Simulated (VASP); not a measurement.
The system is Ta.

```xyz
1
Lattice="0.0000 2.0800 2.0800 2.0800 0.0000 2.0800 2.0800 2.0800 0.0000" Properties=species:S:1:pos:R:3 pbc="T T T"
Ta    0.0000    0.0000    0.0000
```

This isn't the form of Ta at room conditions, which is bcc.

* Program: VASP 6.6.1
* Task: relaxation of cell and atoms
* Functional: PBE
* Potentials or basis: VASP PAW PBE potentials, release 64 (Ta_pv)
* Cutoff: 500 eV
* k mesh: 19 × 19 × 19
* Occupations: fermi-dirac, width 0.1 eV
* Spin: no spin polarisation

At the start: pressure 9.6 GPa; volume 18.00 Å³/atom.

Question: Where does the relaxation end?

Answer: Over 4 steps the energy falls by 24.6 meV/atom and the volume is 18.85 Å³/atom (+4.7 %); space group Fm-3m (No. 225, to 0.1 Å) before and after.

Step by step:
| step | energy change (eV) | largest force (eV/Å) | pressure (GPa) | volume (Å³) |
| --- | --- | --- | --- | --- |
| 1 | 0.0000 | 0.0000 | 9.63 | 18.00 |
| 2 | 0.0954 | 0.0000 | -16.66 | 20.96 |
| 3 | -0.0246 | 0.0000 | -0.32 | 18.88 |
| 4 | -0.0246 | 0.0000 | -0.02 | 18.85 |

Final structure:
```
Ta
1.0
     0.00000    2.11230    2.11230
     2.11230    0.00000    2.11230
     2.11230    2.11230    0.00000
Ta
1
Direct
  0.00000 0.00000 0.00000
```
